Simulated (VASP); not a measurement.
## Ir: single point with PBE

Ir:

```xyz
1
Lattice="0.0000 1.9345 1.9345 1.9345 0.0000 1.9345 1.9345 1.9345 0.0000" Properties=species:S:1:pos:R:3 pbc="T T T"
Ir    0.0000    0.0000    0.0000
```

```json
{
  "Program": "VASP 6.6.1",
  "Task": "single point",
  "Functional": "PBE",
  "Potentials or basis": "VASP PAW PBE potentials, release 64 (Ir)",
  "Cutoff": "520 eV",
  "k mesh": "12 × 12 × 12",
  "Occupations": "fermi-dirac, width 0.05 eV",
  "Spin": "no spin polarisation",
  "Dipole correction": "no",
  "Further INCAR settings": "ALGO = Normal; EDIFF = 1e-07; NBANDS = 10"
}
```

The pressure is 0.6 GPa.

Levels at points of the mesh, in eV from the Fermi level:
```csv
k point,band 2,band 3,band 4,band 5,band 6,band 7
"(0.00, 0.00, 0.00)",-3.78,-3.78,-3.78,-1.19,-1.19,14.35
"(0.50, 0.00, 0.00)",-3.87,-3.87,-0.72,0.83,0.83,7.00
"(0.50, 0.50, 0.00)",-7.11,0.79,1.38,1.38,1.68,10.17
```

Wall time 4.7 s on 1 thread of Intel(R) Xeon(R) 6975P-C (Granite Rapids), with other jobs on the host, peak memory 0.13 GiB.

Caveat: spin-orbit coupling is left out, which moves the levels of the heavy elements.
